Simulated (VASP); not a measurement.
Here is a VASP 6.6.1 calculation.

File INCAR:

```
ALGO = Normal
EDIFF = 1E-6
EDIFFG = -0.01
ENCUT = 600
GGA = RE
IBRION = 2
ISIF = 3
ISMEAR = -1
IVDW = 13
LASPH = T
LCHARG = F
LREAL = F
LWAVE = F
NELM = 100
NSW = 60
PREC = Accurate
SIGMA = 0.05
```

Contents of KPOINTS:

```
k-points
0
Gamma
  9 9 9
```

File POSCAR:

```
AlRu
1.0
    2.9916000000      0.0000000000      0.0000000000
    0.0000000000      2.9916000000      0.0000000000
    0.0000000000      0.0000000000      2.9916000000
Ru Al
1 1
Direct
    0.5000000000      0.5000000000      0.5000000000
    0.0000000000      0.0000000000      0.0000000000
```

Potentials or basis: VASP PAW PBE potentials, release 64 (Ru_pv, Al).

The run is started by

```bash
$ cat potpaw_PBE.64/Ru_pv/POTCAR potpaw_PBE.64/Al/POTCAR > POTCAR
$ mpirun -np 1 vasp_std > vasp.out
```

Q: What does it give for the dispersion energy per atom?

A: -0.792 eV.

Q: What does it give for the space group after relaxing (to 0.05 Å)?

A: Pm-3m (No. 221).

Q: Estimate the relaxed volume.

A: 13.12 Å³/atom.

Final structure:
```
Ru Al
1.0
     2.97162    0.00000    0.00000
     0.00000    2.97162    0.00000
     0.00000    0.00000    2.97162
Ru Al
1 1
Cartesian
  1.4858 1.4858 1.4858
  0.0000 0.0000 0.0000
```

Caveat: the PAW data sets were made with another functional, which shifts forces and pressure a little; pairwise dispersion overbinds metals, which lowers pressure and volume.
